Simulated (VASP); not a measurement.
A run of VASP 6.6.1:

File INCAR:

```
SYSTEM = C
PREC = Accurate ; ENCUT = 520
EDIFF = 1E-7 ; ISMEAR = 0
SIGMA = 0.15 ; LREAL = .False.
LASPH = .True. ; NELM = 80
ALGO = Normal ; ISIF = 2
LWAVE = .False. ; LCHARG = .False.
GGA = PE ; NBANDS = 16
```

File KPOINTS:

```
Automatic mesh
0
Gamma
  18 18 6
  0 0 0
```

File POSCAR:

```
C
1.0
    1.1756830526     -2.2357977242      0.0000000000
    1.1756830526      2.2357977242      0.0000000000
    0.0000000000      0.0000000000      8.7070207245
C
4
Direct
    0.0833329406      0.9166670594      0.7503043452
    0.5833329406      0.4166670594      0.2496956548
    0.9166670594      0.0833329406      0.2496956548
    0.4166670594      0.5833329406      0.7503043452
```

Potentials or basis: VASP PAW PBE potentials, release 64 (C).

The run is started by

```sh
$ cat potpaw_PBE.64/C/POTCAR > POTCAR
$ mpirun -np 1 vasp_std > vasp.out
```

Hardware: 1 thread of Intel(R) Xeon(R) 6975P-C (Granite Rapids) (shared host).

Task: How long does it take, and how much memory?

Result: It took 120 s on 1 thread of Intel(R) Xeon(R) 6975P-C (Granite Rapids), on a shared host, peak memory 0.3 GiB. Counts: scf iterations 14, k points 364.
